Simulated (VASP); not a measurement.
# KZnF3 (Pm-3m) in VASP: notebook

KZnF3 is run at these levels: PBE, LDA, r2SCAN; tasks: electric field gradients.

All numbers are computed with VASP 6.6.1; they aren't measurements. Logs are shortened: lines on timing, memory, paths and dates and some standing lists are left out, and cuts for length are marked.

### 1 The cell of the first run

It takes space group Pm-3m (No. 221, cubic). Conventional cell: a = 4.050 Å, b = 4.050 Å, c = 4.050 Å, α = 90.00°, β = 90.00°, γ = 90.00°. K (site symmetry m-3m) has 12 F at 2.86 Å and 8 Zn at 3.51 Å within 3.8 Å. Zn (site symmetry m-3m) has 6 F at 2.02 Å within 2.7 Å. Within 2.7 Å of F (site symmetry 4/mmm) lie 2 Zn at 2.02 Å.

### 2 Electric field gradients, PBE

Input file INCAR:

```
  PREC = Accurate
  ENCUT = 520
  EDIFF = 1E-8
  ISMEAR = -1
  SIGMA = 0.02
  LREAL = F
  LASPH = T
  NELM = 100
  ALGO = Normal
  ISIF = 2
  LWAVE = F
  LCHARG = F
  GGA = PE
  LEFG = T
  NBANDS = 29
```

Input file KPOINTS:

```
Automatic mesh
0
Gamma
  6 6 6
```

Input file POSCAR:

```
KZnF3
1.0
    4.0500000000      0.0000000000      0.0000000000
    0.0000000000      4.0500000000      0.0000000000
    0.0000000000      0.0000000000      4.0500000000
K Zn F
1 1 3
Direct
    0.0000000000      0.0000000000      0.0000000000
    0.5000000000      0.5000000000      0.5000000000
    0.5000000000      0.5000000000      0.0000000000
    0.0000000000      0.5000000000      0.5000000000
    0.5000000000      0.0000000000      0.5000000000
```

Potentials or basis: VASP PAW PBE potentials, release 64 (K_sv, Zn, F).

Run with:

```
> cat potpaw_PBE.64/K_sv/POTCAR potpaw_PBE.64/Zn/POTCAR potpaw_PBE.64/F/POTCAR > POTCAR
> mpirun -np 1 vasp_std > vasp.out
```

OUTCAR:

```text
PREC = Accurate
   ENCUT = 520
   EDIFF = 1E-8
   ISMEAR = -1
   LREAL = F
   LASPH = T
   NELM = 100
   ISIF = 2
   GGA = PE

 ion  position               nearest neighbor table
   1  0.000  0.000  0.000-
   2  0.500  0.500  0.500-   3 2.02   4 2.02   5 2.02   3 2.02   5 2.02   4 2.02
   3  0.500  0.500  0.000-   2 2.02   2 2.02
   4  0.000  0.500  0.500-   2 2.02   2 2.02
   5  0.500  0.000  0.500-   2 2.02   2 2.02

  LATTYP: Found a simple cubic cell.
 ALAT       =     4.0500000000

  Lattice vectors:

 A1 = (   4.0500000000,   0.0000000000,   0.0000000000)
 A2 = (   0.0000000000,   4.0500000000,   0.0000000000)
 A3 = (   0.0000000000,   0.0000000000,   4.0500000000)

Analysis of symmetry for initial positions (statically):
=====================================================================
 Subroutine PRICEL returns:
 Original cell was already a primitive cell.

 Routine SETGRP: Setting up the symmetry group for a
 simple cubic supercell.

 Subroutine GETGRP returns: Found 48 space group operations
 (whereof 48 operations were pure point group operations)
 out of a pool of 48 trial point group operations.

The static configuration has the point symmetry O_h .

Analysis of symmetry for dynamics (positions and initial velocities):
=====================================================================
 Subroutine PRICEL returns:
 Original cell was already a primitive cell.

 Routine SETGRP: Setting up the symmetry group for a
 simple cubic supercell.

 Subroutine GETGRP returns: Found 48 space group operations
 (whereof 48 operations were pure point group operations)
 out of a pool of 48 trial point group operations.

The dynamic configuration has the point symmetry O_h .

 Subroutine INISYM returns: Found 48 space group operations
 (whereof 48 operations are pure point group operations),
 and found     1 'primitive' translations

----------------------------------------------------------------------------------------

                                     Primitive cell
[... 135 lines left out ...]
  free energy    TOTEN  =       -20.26460986 eV

  energy without entropy =      -20.26460986  energy(sigma->0) =      -20.26460986

 E-fermi :  -0.2606     XC(G=0):  -9.8790

 val. band max:       -0.7561188281   @ k =   0.5000   0.5000   0.5000
 cond. band min:       3.0365840639   @ k =   0.0000   0.0000   0.0000
 fundamental gap:      3.7927028920
 Fermi energy:        -0.2605968493

 k-point     1 :       0.0000    0.0000    0.0000
  band No.  band energies     occupation
      1     -27.8532      2.00000
      2     -22.3684      2.00000
      3     -21.7414      2.00000
      4     -21.7414      2.00000
      5     -11.3393      2.00000
      6     -11.3393      2.00000
[... 629 lines left out ...]
     28      11.7715      0.00000
     29      12.7448      0.00000

------------------------ aborting loop because EDIFF is reached ----------------------------------------

  FORCE on cell =-STRESS in cart. coord.  units (eV):
  Direction    XX          YY          ZZ          XY          YZ          ZX
  --------------------------------------------------------------------------------------
  -------------------------------------------------------------------------------------
  Total        2.0363168      2.0363168      2.0363168      0.0000000      0.0000000      0.0000000
  in kB       49.1123658     49.1123658     49.1123658      0.0000000      0.0000000      0.0000000
  external PRESSURE =      49.1123658 kB  Pullay stress =       0.0000000 kB

 VOLUME and BASIS-vectors are now :
 -----------------------------------------------------------------------------
  energy-cutoff  :      520.00
  volume of cell :       66.43
      direct lattice vectors                 reciprocal lattice vectors
     4.050000000  0.000000000  0.000000000     0.246913580  0.000000000  0.000000000
     0.000000000  4.050000000  0.000000000     0.000000000  0.246913580  0.000000000
     0.000000000  0.000000000  4.050000000     0.000000000  0.000000000  0.246913580

 POSITION                                       TOTAL-FORCE (eV/Angst)
 -----------------------------------------------------------------------------------
      0.00000      0.00000      0.00000         0.000000      0.000000      0.000000
      2.02500      2.02500      2.02500         0.000000      0.000000      0.000000
      2.02500      2.02500      0.00000         0.000000      0.000000      0.000000
      0.00000      2.02500      2.02500         0.000000      0.000000      0.000000
      2.02500      0.00000      2.02500         0.000000      0.000000      0.000000
 -----------------------------------------------------------------------------------
    total drift:                                0.000000      0.000000     -0.000000

  FREE ENERGIE OF THE ION-ELECTRON SYSTEM (eV)
  ---------------------------------------------------
  free  energy   TOTEN  =       -20.2646098560 eV

  energy  without entropy=      -20.2646098560  energy(sigma->0) =      -20.26460986

 Electric field gradients (V/A^2)
---------------------------------------------------------------------
 ion       V_xx      V_yy      V_zz      V_xy      V_xz      V_yz
---------------------------------------------------------------------
   1       0.000     0.000    -0.000    -0.000     0.000     0.000
   2      -0.000    -0.000     0.000    -0.000     0.000    -0.000
   3     -50.090   -50.090   100.181     0.000     0.000    -0.000
   4     100.181   -50.090   -50.090    -0.000    -0.000    -0.000
   5     -50.090   100.181   -50.090     0.000    -0.000    -0.000
---------------------------------------------------------------------

 Electric field gradients after diagonalization (V/A^2)
 (convention: |V_zz| > |V_xx| > |V_yy|)
----------------------------------------------------------------------
 ion       V_xx      V_yy      V_zz     asymmetry (V_yy - V_xx)/ V_zz
----------------------------------------------------------------------
   1       0.000     0.000    -0.000       0.271
   2      -0.000     0.000    -0.000      -0.509
   3     -50.090   -50.090   100.181       0.000
   4     -50.090   -50.090   100.181       0.000
   5     -50.090   -50.090   100.181       0.000
----------------------------------------------------------------------

           NMR quadrupolar parameters

 Cq : quadrupolar parameter    Cq=e*Q*V_zz/h
 eta: asymmetry parameters     (V_yy - V_xx)/ V_zz
 Q  : nuclear electric quadrupole moment in mb (millibarn)
----------------------------------------------------------------------
 ion       Cq(MHz)       eta       Q (mb)
----------------------------------------------------------------------
   1      -0.000       0.271       1.000
   2      -0.000      -0.509       1.000
   3       0.242       0.000       1.000
   4       0.242       0.000       1.000
   5       0.242       0.000       1.000
----------------------------------------------------------------------
```

stdout:

```text
POSCAR found type information on POSCAR K ZnF
 POSCAR found :  3 types and       5 ions
 scaLAPACK will be used
 LDA part: xc-table for (Slater+PW92), standard interpolation
 POSCAR, INCAR and KPOINTS ok, starting setup
 FFT: planning ... GRIDC
 FFT: planning ... GRID_SOFT
 FFT: planning ... GRID
 WAVECAR not read
 entering main loop
ion   1

ion   2

ion   3

ion   4

ion   5
```

Wall time 48 s (1 thread of Oxide Virtual Turin-like, shared host); peak memory 0.15 GiB.

Results:

```
Free energy                             : -20.2646 eV
Pressure                                : 4.9 GPa
Band gap on the k mesh                  : 3.79 eV (least direct gap 5.65 eV)
Largest electric field gradient by atom : K +0.0; Zn -0.0; F +100.2 V/Å²
```

Levels at points of the mesh, in eV from the valence-band top:
| k point | band 17 | band 18 | band 19 | band 20 | band 21 | band 22 | band 23 | band 24 | band 25 | band 26 |
| --- | --- | --- | --- | --- | --- | --- | --- | --- | --- | --- |
| (0.00, 0.00, 0.00) | -2.07 | -2.07 | -1.86 | -1.86 | -1.86 | 3.79 | 8.70 | 8.70 | 9.41 | 11.03 |
| (0.50, 0.00, 0.00) | -2.03 | -2.03 | -1.70 | -1.70 | -1.58 | 6.56 | 8.30 | 9.65 | 11.08 | 11.08 |
| (0.50, 0.50, 0.00) | -2.05 | -1.79 | -1.79 | -1.51 | 0.00 | 8.04 | 10.12 | 10.15 | 10.15 | 11.43 |
| (0.50, 0.50, 0.50) | -1.49 | -1.49 | -1.49 | 0.00 | 0.00 | 8.43 | 8.43 | 8.43 | 10.23 | 12.25 |

Electric field gradients, principal values (V/Å²):
```
atom    least   middle  greatest (by size)
 1 K    0.000    0.000               0.000
2 Zn    0.000    0.000               0.000
 3 F  -50.090  -50.090             100.181
 4 F  -50.090  -50.090             100.181
 5 F  -50.090  -50.090             100.181
```

Caveat: the cell stands under pressure; without QUAD_EFG the Cq values of the log hold for a quadrupole moment of 1 mb, not for the nuclei.

### 3 Electric field gradients, LDA

Input file INCAR:

```
SYSTEM = KZnF3
ALGO     = Normal         ! electronic algorithm
EDIFF    = 1E-8           ! SCF threshold, eV
ENCUT    = 520            ! plane-wave cutoff, eV
GGA      = CA             ! functional
ISIF     = 2              ! what is computed and relaxed
ISMEAR   = -1             ! smearing method
LASPH    = .TRUE.         ! aspherical terms in the spheres
LCHARG   = .FALSE.        ! write CHGCAR
LEFG     = .TRUE.       
LREAL    = .FALSE.        ! projectors in reciprocal space
LWAVE    = .FALSE.        ! write WAVECAR
NBANDS   = 29             ! bands
NELM     = 60             ! most SCF steps
PREC     = Accurate       ! precision mode
SIGMA    = 0.02           ! smearing width, eV
```

Input file KPOINTS:

```
k-points
0
G
  6 6 6
  0 0 0
```

POSCAR is that of step 2.

Potentials or basis: VASP PAW LDA potentials, release 64 (K_sv, Zn, F).

Run with:

```
> cat potpaw_LDA.64/K_sv/POTCAR potpaw_LDA.64/Zn/POTCAR potpaw_LDA.64/F/POTCAR > POTCAR
> mpirun -np 1 vasp_std > vasp.out
```

OUTCAR:

```text
SYSTEM = KZnF3
   EDIFF = 1E-8
   ENCUT = 520
   GGA = CA
   ISIF = 2
   ISMEAR = -1
   LASPH = .TRUE.
   LREAL = .FALSE.
   NELM = 60
   PREC = Accurate

 ion  position               nearest neighbor table
   1  0.000  0.000  0.000-
   2  0.500  0.500  0.500-   3 2.02   4 2.02   5 2.02   3 2.02   5 2.02   4 2.02
   3  0.500  0.500  0.000-   2 2.02   2 2.02
   4  0.000  0.500  0.500-   2 2.02   2 2.02
   5  0.500  0.000  0.500-   2 2.02   2 2.02

  LATTYP: Found a simple cubic cell.
 ALAT       =     4.0500000000

[... 864 lines left out ...]
 ion       V_xx      V_yy      V_zz      V_xy      V_xz      V_yz
---------------------------------------------------------------------
   1       0.000     0.000     0.000    -0.000     0.000    -0.000
   2       0.000     0.000    -0.000     0.000    -0.000    -0.000
   3     -50.978   -50.978   101.955     0.000     0.000    -0.000
   4     101.955   -50.978   -50.978    -0.000     0.000    -0.000
   5     -50.978   101.955   -50.978    -0.000    -0.000     0.000
---------------------------------------------------------------------

 Electric field gradients after diagonalization (V/A^2)
 (convention: |V_zz| > |V_xx| > |V_yy|)
----------------------------------------------------------------------
 ion       V_xx      V_yy      V_zz     asymmetry (V_yy - V_xx)/ V_zz
----------------------------------------------------------------------
   1       0.000     0.000     0.000      -0.066
   2       0.000     0.000    -0.000       0.291
   3     -50.978   -50.978   101.955       0.000
   4     -50.978   -50.978   101.955       0.000
   5     -50.978   -50.978   101.955       0.000
----------------------------------------------------------------------

           NMR quadrupolar parameters

 Cq : quadrupolar parameter    Cq=e*Q*V_zz/h
 eta: asymmetry parameters     (V_yy - V_xx)/ V_zz
 Q  : nuclear electric quadrupole moment in mb (millibarn)
----------------------------------------------------------------------
 ion       Cq(MHz)       eta       Q (mb)
----------------------------------------------------------------------
   1       0.000      -0.066       1.000
   2      -0.000       0.291       1.000
   3       0.247       0.000       1.000
   4       0.247       0.000       1.000
   5       0.247       0.000       1.000
----------------------------------------------------------------------
```

OSZICAR:

```text
N       E                     dE             d eps       ncg     rms          rms(c)
DAV:   1     0.433885084405E+03    0.43389E+03   -0.22328E+04  1168   0.174E+03
DAV:   2     0.165035091180E+02   -0.41738E+03   -0.39715E+03  1254   0.453E+02
DAV:   3    -0.241156635181E+02   -0.40619E+02   -0.40278E+02  1462   0.144E+02
DAV:   4    -0.251303039761E+02   -0.10146E+01   -0.10118E+01  1639   0.217E+01
DAV:   5    -0.251469510894E+02   -0.16647E-01   -0.16639E-01  1469   0.236E+00    0.111E+01
DAV:   6    -0.230885966364E+02    0.20584E+01   -0.56205E+00  1616   0.350E+01    0.712E+00
DAV:   7    -0.231161441066E+02   -0.27547E-01   -0.13455E+00  1260   0.711E+00    0.460E+00
DAV:   8    -0.231082710020E+02    0.78731E-02   -0.55852E-01  1588   0.134E+01    0.173E+00
DAV:   9    -0.230686341782E+02    0.39637E-01   -0.92499E-02  1761   0.846E+00    0.632E-01
DAV:  10    -0.230639357662E+02    0.46984E-02   -0.54019E-02  1674   0.490E+00    0.144E-01
DAV:  11    -0.230643534444E+02   -0.41768E-03   -0.73621E-03  1290   0.582E-01    0.925E-02
DAV:  12    -0.230644196285E+02   -0.66184E-04   -0.75539E-05  1779   0.140E-01    0.102E-01
DAV:  13    -0.230642568944E+02    0.16273E-03   -0.67911E-04  1690   0.657E-01    0.404E-03
DAV:  14    -0.230642653142E+02   -0.84197E-05   -0.86159E-05  1270   0.593E-02    0.725E-03
DAV:  15    -0.230642646791E+02    0.63508E-06   -0.17100E-06  1696   0.118E-02    0.279E-03
DAV:  16    -0.230642646028E+02    0.76286E-07   -0.40010E-07  1361   0.454E-03    0.912E-04
DAV:  17    -0.230642645899E+02    0.12913E-07   -0.42088E-08  1151   0.718E-03    0.428E-04
DAV:  18    -0.230642645895E+02    0.38472E-09   -0.18896E-08   930   0.109E-03
   1 F= -.23064265E+02 E0= -.23064265E+02  d E =-.244630E-11
```

stdout:

```text
POSCAR found type information on POSCAR K ZnF
 POSCAR found :  3 types and       5 ions
 scaLAPACK will be used
 LDA part: xc-table for (Slater(with rela. corr.)+CA(PZ))
 , standard interpolation
 POSCAR, INCAR and KPOINTS ok, starting setup
 FFT: planning ... GRIDC
 FFT: planning ... GRID_SOFT
 FFT: planning ... GRID
 WAVECAR not read
 entering main loop
ion   1

ion   2

ion   3

ion   4

ion   5
```

Wall time 55 s (1 thread of Oxide Virtual Turin-like, shared host); peak memory 0.13 GiB.

What came out:

- Free energy: -23.0643 eV
- Pressure: -4.4 GPa
- Band gap on the k mesh: 3.59 eV (least direct gap 5.39 eV)
- Largest electric field gradient by atom: K +0.0; Zn +0.0; F +102.0 V/Å²

Electric field gradients, principal values (V/Å²):
```csv
atom,least,middle,greatest (by size)
1 K,0.000,0.000,0.000
2 Zn,0.000,0.000,0.000
3 F,-50.978,-50.978,101.955
4 F,-50.978,-50.978,101.955
5 F,-50.978,-50.978,101.955
```

Caveat: the cell stands under tension; without QUAD_EFG the Cq values of the log hold for a quadrupole moment of 1 mb, not for the nuclei. Expect the measured gap to be larger: semilocal functionals such as LDA lack the derivative discontinuity.

[end of part 1 of 2]
